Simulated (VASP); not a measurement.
# I (I4_1/amd) in VASP: further runs

Runs on I. Level: PBEsol. Tasks: single point, relaxation of cell and atoms.

Everything below comes from runs of VASP 6.6.1. Logs are shortened: lines on timing, memory, paths and dates and some standing lists are left out, and cuts for length are marked.

### Step 1. The cell of the first run

Symmetry: I4_1/amd, No. 141, tetragonal system. The conventional cell has a = 5.426 Å, b = 5.426 Å, c = 2.822 Å, α = 90.00°, β = 90.00°, γ = 90.00°. Within 3.7 Å of I (site symmetry -4m2) lie 10 I at 2.80 to 3.44 Å.

### Step 2. Single point, PBEsol

File INCAR:

```
SYSTEM = I
PREC     = Accurate       ! precision mode
ENCUT    = 520            ! plane-wave cutoff, eV
EDIFF    = 1E-6           ! SCF threshold, eV
ISMEAR   = -1             ! smearing method
SIGMA    = 0.1            ! smearing width, eV
LREAL    = .False.        ! projectors in reciprocal space
LASPH    = .True.         ! aspherical terms in the spheres
NELM     = 80             ! most SCF steps
ALGO     = Normal         ! electronic algorithm
ISIF     = 2              ! what is computed and relaxed
LWAVE    = .False.        ! write WAVECAR
LCHARG   = .False.        ! write CHGCAR
GGA      = PS             ! functional
NBANDS   = 14             ! bands
```

File KPOINTS:

```
regular mesh
0
Gamma
  15 15 15
  0 0 0
```

File POSCAR:

```
I
1.0
   -2.7132487002      2.7132487002      1.4109363039
    2.7132487002     -2.7132487002      1.4109363039
    2.7132487002      2.7132487002     -1.4109363039
I
2
Direct
   -0.3750000000     -0.1250000000     -0.2500000000
    0.3750000000      0.1250000000      0.2500000000
```

Potentials or basis: VASP PAW PBE potentials, release 64 (I).

The run is started by

```console
cat potpaw_PBE.64/I/POTCAR > POTCAR
mpirun -np 1 vasp_std > vasp.out
```

OUTCAR:

```text
SYSTEM = I
   PREC = Accurate
   ENCUT = 520
   EDIFF = 1E-6
   ISMEAR = -1
   LREAL = .False.
   LASPH = .True.
   NELM = 80
   ISIF = 2
   GGA = PS

 ion  position               nearest neighbor table
   1  0.625  0.875  0.750-   2 2.80   2 2.80   2 2.80   2 2.80   2 3.44   2 3.44   2 3.44   2 3.44

   2  0.375  0.125  0.250-   1 2.80   1 2.80   1 2.80   1 2.80   1 3.44   1 3.44   1 3.44   1 3.44

  LATTYP: Found a body centered tetragonal cell.
 ALAT       =     5.4264974004
 C/A-ratio  =     0.5200173150

  Lattice vectors:

 A1 = (  -2.7132487002,   2.7132487002,   1.4109363039)
 A2 = (   2.7132487002,  -2.7132487002,   1.4109363039)
 A3 = (   2.7132487002,   2.7132487002,  -1.4109363039)

Analysis of symmetry for initial positions (statically):
=====================================================================
 Subroutine PRICEL returns:
 Original cell was already a primitive cell.

 Routine SETGRP: Setting up the symmetry group for a
 body centered tetragonal supercell.

 Subroutine GETGRP returns: Found 16 space group operations
 (whereof  4 operations were pure point group operations)
 out of a pool of 16 trial point group operations.

The static configuration has the point symmetry C_2h.
 The point group associated with its full space group is D_4h.

Analysis of symmetry for dynamics (positions and initial velocities):
=====================================================================
 Subroutine PRICEL returns:
 Original cell was already a primitive cell.

 Routine SETGRP: Setting up the symmetry group for a
 body centered tetragonal supercell.

 Subroutine GETGRP returns: Found 16 space group operations
 (whereof  4 operations were pure point group operations)
 out of a pool of 16 trial point group operations.

The dynamic configuration has the point symmetry C_2h.
 The point group associated with its full space group is D_4h.

 Subroutine INISYM returns: Found 16 space group operations
 (whereof  4 operations are pure point group operations),
 and found     1 'primitive' translations

----------------------------------------------------------------------------------------

                                     Primitive cell

  volume of cell :      41.5477

  direct lattice vectors                    reciprocal lattice vectors
    -2.713248700  2.713248700  1.410936304     0.000000000  0.184280932  0.354374608
     2.713248700 -2.713248700  1.410936304     0.184280932  0.000000000  0.354374608
     2.713248700  2.713248700 -1.410936304     0.184280932  0.184280932  0.000000000

  length of vectors
     4.088297723  4.088297723  4.088297723     0.399425619  0.399425619  0.260612594

  position of ions in fractional coordinates (direct lattice)
     0.625000000  0.875000000  0.750000000
     0.375000000  0.125000000  0.250000000

  ion indices of the primitive-cell ions
   primitive index   ion index
                 1           1
                 2           2

----------------------------------------------------------------------------------------

 KPOINTS: regular mesh

Automatic generation of k-mesh.
 Grid dimensions read from file:
 generate k-points for:   15   15   15

 Generating k-lattice:

  Cartesian coordinates                     Fractional coordinates (reciprocal lattice)
     0.000000000  0.012285395  0.023624974     0.066666667  0.000000000 -0.000000000
     0.012285395  0.000000000  0.023624974     0.000000000  0.066666667 -0.000000000
     0.012285395  0.012285395  0.000000000     0.000000000  0.000000000  0.066666667

  Length of vectors
     0.026628375  0.026628375  0.017374173

  Shift w.r.t. Gamma in fractional coordinates (k-lattice)
     0.000000000  0.000000000  0.000000000

 Subroutine IBZKPT returns following result:
 ===========================================

 Found    288 irreducible k-points:

 Following reciprocal coordinates:
            Coordinates               Weight
  0.000000  0.000000  0.000000      1.000000
  0.066667 -0.000000  0.000000      8.000000
  0.133333  0.000000 -0.000000      8.000000
  0.200000  0.000000  0.000000      8.000000
  0.266667  0.000000 -0.000000      8.000000
  0.333333 -0.000000  0.000000      8.000000
[... 16 lines left out ...]
  0.133333  0.133333 -0.000000      8.000000
  0.200000  0.133333 -0.000000     16.000000
 [... further k-points ...]
   k-points           NKPTS =    288   k-points in BZ     NKDIM =    288   number of bands    NBANDS=     14
   number of dos      NEDOS =    301   number of ions     NIONS =      2
   total plane-waves  NPLWV =  27000
   dimension x,y,z NGX =    30 NGY =   30 NGZ =   30
   dimension x,y,z NGXF=    60 NGYF=   60 NGZF=   60
   ions per type =               2
   NGX,Y,Z   is equivalent  to a cutoff of  12.20, 12.20, 12.20 a.u.
   NGXF,Y,Z  is equivalent  to a cutoff of  24.40, 24.40, 24.40 a.u.
 SYSTEM =  I
   PREC   = accura    normal or accurate (medium, high low for compatibility)
   ISTART =      0    job   : 0-new  1-cont  2-samecut
   ICHARG =      2    charge: 1-file 2-atom 10-const
   ISPIN  =      1    spin polarized calculation?
   LNONCOLLINEAR =      F non collinear calculations
   LSORBIT =      F    spin-orbit coupling
   LASPH  =      T    aspherical Exc in radial PAW
   ENCUT  =  520.0 eV  38.22 Ry    6.18 a.u.   7.60  7.60  7.60*2*pi/ulx,y,z
   NELM   =     80;   NELMIN=  2; NELMDL= -5     # of ELM steps
   EDIFF  = 0.1E-05   stopping-criterion for ELM
   LREAL  =      F    real-space projection
   EDIFFG = 0.1E-04   stopping-criterion for IOM
   NSW    =      0    number of steps for IOM
   IBRION =     -1    ionic relax: 0-MD 1-quasi-New 2-CG
   NFREE  =      0    steps in history (QN), initial steepest desc. (CG)
   ISIF   =      2    stress and relaxation
   ISYM   =      2    0-nonsym 1-usesym 2-fastsym
   POTIM  = 0.5000    time-step for ionic-motion
   TEBEG  =    0.0;   TEEND  =   0.0 temperature during run
   PSTRESS=    0.0 pullay stress
   NELECT =      14.0000    total number of electrons
   NUPDOWN=      -1.0000    fix difference up-down
   EMIN   =  10.00;   EMAX   =-10.00  energy-range for DOS
   EFERMI =   0.00;   METHOD = LEGACY
   ISMEAR =    -1;   SIGMA  =   0.10  broadening in eV -4-tet -1-fermi 0-gaus
   EFERMI_NEDOS =   21; number of points for ismear=-14 and -15
   IALGO  =     38    algorithm
   IMIX   =      4    mixing-type and parameters
     AMIX     =   0.40;   BMIX     =  1.00
     AMIX_MAG =   1.60;   BMIX_MAG =  1.00
  volume/ion in A,a.u.               =      20.77       140.19
  Fermi-wavevector in a.u.,A,eV,Ry     =   1.139205  2.152786 17.657486  1.297789
  Thomas-Fermi vector in A             =   2.275909
   LORBIT       =      0    0 simple, 1 ext, 2 COOP (PROOUT), +10 PAW based schemes
   GGA     = PS    functional components
   LHFCALC =     F    Hartree Fock is set to
   AEXX    =    0.0000 exact exchange contribution
   IVDW    =     0    specifies the selected vdW correction
   LEPSILON=     F    determine dielectric tensor
   LRPA    =     F    only Hartree local field effects (RPA)
 non-spin polarized calculation
  energy-cutoff  :      520.00
  volume of cell :       41.55
 maximum number of plane-waves:      1141
   NGX = 15   NGY = 15   NGZ = 15

 number of electron      14.0000000 magnetization

 Free energy of the ion-electron system (eV)
  ---------------------------------------------------
  ext. energy  EPLUGINS =         0.00000000
  ---------------------------------------------------
  free energy    TOTEN  =         0.94165540 eV

  energy without entropy =        0.97933717  energy(sigma->0) =        0.96049628

 E-fermi :  13.4178     XC(G=0): -11.6336

 val. band max:       13.4051562179   @ k =  -0.2667  -0.3333   0.1333
 cond. band min:      13.4220929718   @ k =   0.1333   0.0000  -0.0000
 fundamental gap:      0.0169367539
 Fermi energy:        13.4178453214

 k-point     1 :       0.0000    0.0000    0.0000
  band No.  band energies     occupation
      1      -5.8785      2.00000
      2       0.6194      2.00000
      3       5.4374      2.00000
      4       5.4374      2.00000
      5      13.0142      1.96529
      6      13.8437      0.02789
      7      13.8437      0.02789
      8      15.2414      0.00000
      9      15.4394      0.00000
     10      19.1947      0.00000
     11      20.1907      0.00000
     12      21.6251      0.00000
     13      22.4981      0.00000
     14      23.3852      0.00000

 k-point     2 :       0.0667   -0.0000    0.0000
  band No.  band energies     occupation
      1      -5.7762      2.00000
      2       0.6089      2.00000
      3       5.4653      2.00000
      4       5.6391      2.00000
      5      13.1727      1.84140
      6      13.5234      0.51634
      7      13.8798      0.01953
      8      14.5400      0.00003
      9      14.5961      0.00002
     10      19.2815      0.00000
     11      20.5174      0.00000
     12      21.4853      0.00000
     13      21.6133      0.00000
     14      22.5652      0.00000

 k-point     3 :       0.1333    0.0000   -0.0000
  band No.  band energies     occupation
      1      -5.4709      2.00000
      2       0.6003      2.00000
      3       5.5529      2.00000
      4       6.2088      2.00000
      5      12.3205      1.99997
      6      12.8830      1.99054
      7      13.4221      0.97876
      8      13.6131      0.24854
      9      13.9679      0.00814
     10      19.2700      0.00000
     11      19.8689      0.00000
     12      20.2026      0.00000
     13      21.7015      0.00000
     14      24.4329      0.00000
[... 324 lines left out ...]
 k-point    23 :       0.1333    0.1333   -0.0000
  band No.  band energies     occupation
      1      -4.4379      2.00000
      2       1.1129      2.00000
      3       6.5666      2.00000
      4       6.9055      2.00000
      5       8.9271      2.00000
      6       9.0789      2.00000
      7      13.0856      1.93035
      8      13.0940      1.92451
      9      14.8696      0.00000
     10      17.3798      0.00000
     11      17.6714      0.00000
     12      21.5996      0.00000
     13      22.8032      0.00000
     14      27.4063      0.00000

 k-point    24 :       0.2000    0.1333   -0.0000
  band No.  band energies     occupation
      1      -3.6566      2.00000
      2       1.3102      2.00000
      3       6.4585      2.00000
      4       7.2240      2.00000
      5       7.4547      2.00000
      6       8.2047      2.00000
      7      12.5852      1.99952
      8      12.6527      1.99905
      9      15.8007      0.00000
     10      16.9499      0.00000
     11      17.5404      0.00000
     12      22.5545      0.00000
     13      23.5966      0.00000
     14      25.7541      0.00000

 [... further k-points ...]

------------------------ aborting loop because EDIFF is reached ----------------------------------------

  FORCE on cell =-STRESS in cart. coord.  units (eV):
  Direction    XX          YY          ZZ          XY          YZ          ZX
  --------------------------------------------------------------------------------------
  -------------------------------------------------------------------------------------
  Total       16.1204291     16.1204291     16.1223495     -0.0000000     -0.0000000      0.0000000
  in kB      621.6423198    621.6423198    621.7163746     -0.0000000     -0.0000000      0.0000000
  external PRESSURE =     621.6670047 kB  Pullay stress =       0.0000000 kB

 VOLUME and BASIS-vectors are now :
 -----------------------------------------------------------------------------
  energy-cutoff  :      520.00
  volume of cell :       41.55
      direct lattice vectors                 reciprocal lattice vectors
    -2.713248700  2.713248700  1.410936304     0.000000000  0.184280932  0.354374608
     2.713248700 -2.713248700  1.410936304     0.184280932  0.000000000  0.354374608
     2.713248700  2.713248700 -1.410936304     0.184280932  0.184280932  0.000000000

 POSITION                                       TOTAL-FORCE (eV/Angst)
 -----------------------------------------------------------------------------------
      2.71325      1.35662      1.05820        -0.000000     -0.000000     -0.000000
     -0.00000      1.35662      0.35273         0.000000      0.000000      0.000000
 -----------------------------------------------------------------------------------
    total drift:                                0.000000     -0.000000      0.000000

  FREE ENERGIE OF THE ION-ELECTRON SYSTEM (eV)
  ---------------------------------------------------
  free  energy   TOTEN  =         0.9416553958 eV

  energy  without entropy=        0.9793371715  energy(sigma->0) =        0.96049628
```

It took 60 s on 1 thread of Intel Xeon 6975P-C (Granite Rapids), shared host; peak memory 0.27 GiB.

What came out:

```
Free energy            : 0.9417 eV
Pressure               : 62.2 GPa
Band gap on the k mesh : zero (bands 7 and 8 overlap by 5.84 eV)
```

Levels at points of the mesh, in eV from the Fermi level:
| k point | band 5 | band 6 | band 7 | band 8 | band 9 | band 10 |
| --- | --- | --- | --- | --- | --- | --- |
| (0.00, 0.00, 0.00) | -0.40 | 0.43 | 0.43 | 1.82 | 2.02 | 5.78 |

Caveat: the cell stands under pressure; the PAW data sets were made with another functional, which shifts forces and pressure a little; spin-orbit coupling is left out, which moves the levels of the heavy elements.

### Step 3. Relaxation of cell and atoms, PBEsol, target pressure 62 GPa, at which the enthalpy is minimised

File INCAR:

```
PREC     = Accurate       # precision mode
ENCUT    = 600            # plane-wave cutoff, eV
EDIFF    = 1E-6           # SCF threshold, eV
ISMEAR   = -1             # smearing method
SIGMA    = 0.1            # smearing width, eV
LREAL    = F              # projectors in reciprocal space
LASPH    = T              # aspherical terms in the spheres
NELM     = 100            # most SCF steps
ALGO     = Normal         # electronic algorithm
ISIF     = 3              # what is computed and relaxed
LWAVE    = F              # write WAVECAR
LCHARG   = F              # write CHGCAR
GGA      = PS             # functional
IBRION   = 2              # ionic algorithm
NSW      = 32             # ionic steps
EDIFFG   = -0.005         # ionic threshold
PSTRESS  = 620.0
```

File KPOINTS:

```
Automatic mesh
0
Gamma
  15 15 15
```

POSCAR is that of step 2.

Potentials or basis: VASP PAW PBE potentials, release 64 (I).

The run is started by

```console
cat potpaw_PBE.64/I/POTCAR > POTCAR
mpirun -np 1 vasp_std > vasp.out
```

Run time: 1.8 min. Hardware: 1 thread of Intel Xeon 6975P-C (Granite Rapids), shared host; peak memory 0.31 GiB.

The run converged. Its results:

```
Free energy                                                : 0.9308 eV
Relaxed volume                                             : 20.79 Å³/atom
Relaxed cell                                               : a = 4.089 Å, b = 4.089 Å, c = 4.089 Å, α = 96.84°, β = 96.84°, γ = 139.62°
Space group after relaxing (to 0.1 Å)                      : I4_1/amd (No. 141)
Energy change on relaxing (the run minimises the enthalpy) : -5.4 meV/atom
Ionic steps                                                : 3
Pressure after relaxing                                    : 62.0 GPa
Band gap on the k mesh                                     : zero (bands 7 and 8 overlap by 5.83 eV)
```

The path:
| step | energy change (eV) | largest force (eV/Å) | pressure (GPa) | volume (Å³) |
| --- | --- | --- | --- | --- |
| 1 | 0.0000 | 0.0000 | 62.17 | 41.55 |
| 2 | -0.0504 | 0.0000 | 61.44 | 41.68 |
| 3 | -0.0108 | 0.0000 | 61.99 | 41.58 |

Final structure:
```
CELL_PARAMETERS angstrom
-2.71384 2.71384 1.41126
2.71384 -2.71384 1.41126
2.71384 2.71384 -1.41126
ATOMIC_POSITIONS crystal
I 0.62500 0.87500 0.75000
I 0.37500 0.12500 0.25000
```

Levels at points of the mesh, in eV from the Fermi level:
| k point | band 4 | band 5 | band 6 | band 7 | band 8 | band 9 | band 10 | band 11 |
| --- | --- | --- | --- | --- | --- | --- | --- | --- |
| (0.00, 0.00, 0.00) | -7.97 | -0.40 | 0.43 | 0.43 | 1.82 | 2.02 | 5.78 | 6.77 |

Caveat: the cell is relaxed towards a set pressure, so the run minimises the enthalpy, not the energy; the PAW data sets were made with another functional, which shifts forces and pressure a little; spin-orbit coupling is left out, which moves the levels of the heavy elements.
